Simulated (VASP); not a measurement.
C, 12 atoms in the cell. Symmetry: P6_3/mmc, No. 194, hexagonal system. The conventional cell has a = 2.492 Å, b = 2.492 Å, c = 11.882 Å, α = 90.00°, β = 90.00°, γ = 120.00°. C (site symmetry 3m) has 4 C at 1.50 to 1.52 Å within 2.0 Å. Within 2.0 Å of C (site symmetry 3m) lie 4 C at 1.48 to 1.52 Å. C (site symmetry 3m) has 4 C at 1.48 to 1.52 Å within 2.0 Å. 

- Program: VASP 6.6.1
- Task: single point
- Functional: LDA
- Potentials or basis: VASP PAW LDA potentials, release 64 (C)
- Cutoff: 520 eV
- k mesh: 12 × 12 × 2
- Occupations: gaussian, width 0.05 eV
- Spin: no spin polarisation
- Dipole correction: no
- Further INCAR settings: ALGO = Normal; EDIFF = 1e-06; NBANDS = 36

Potentials or basis: VASP PAW LDA potentials, release 64 (C).

Run with:

```bash
$ cat potpaw_LDA.64/C/POTCAR > POTCAR
$ mpirun -np 1 vasp_std > vasp.out
```

Hardware: 1 thread of Intel(R) Xeon(R) Platinum 8488C (Sapphire Rapids), with other jobs on the host.

Task: How long does it take, and how much memory?

Result: Run time: 58 s on 1 thread of Intel(R) Xeon(R) Platinum 8488C (Sapphire Rapids) (shared host), peak memory 0.18 GiB. Counts: scf iterations 12, k points 38.
